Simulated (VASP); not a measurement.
Here is a VASP 6.6.1 calculation.

Contents of INCAR:

```
  PREC = Accurate
  ENCUT = 520
  EDIFF = 1E-6
  ISMEAR = -1
  SIGMA = 0.05
  LREAL = False
  LASPH = True
  NELM = 150
  ALGO = Normal
  ISIF = 2
  LWAVE = False
  LCHARG = False
  ISPIN = 2
  MAGMOM = 1 1
  LORBIT = 11
  LMAXMIX = 4
  GGA = PE
  NBANDS = 21
```

KPOINTS

```
regular mesh
0
Gamma
  15 10 15
```

The input POSCAR:

```
Ni
1.0
   -1.7593077733      1.7593077733      0.0000000000
    0.0000000000      0.0000000000      3.5186155466
    1.7593077733      1.7593077733      0.0000000000
Ni
2
Direct
    0.0000000000      0.0000000000      0.0000000000
    0.5000000000      0.5000000000      0.5000000000
```

Potentials or basis: VASP PAW PBE potentials, release 64 (Ni).

Launch:

```bash
$ cat potpaw_PBE.64/Ni/POTCAR > POTCAR
$ mpirun -np 1 vasp_std > vasp.out
```

**Question.** Predict the site moments.

**Answer.** Ni +0.65 μB.

**Question.** Estimate the net moment.

**Answer.** 1.27 μB per cell.

**Question.** Estimate the pressure.

**Answer.** 0.0 GPa.

Stress tensor (GPa, compression positive):
```
 0.02  0.00  0.00
 0.00  0.02  0.00
 0.00  0.00 -0.06
```
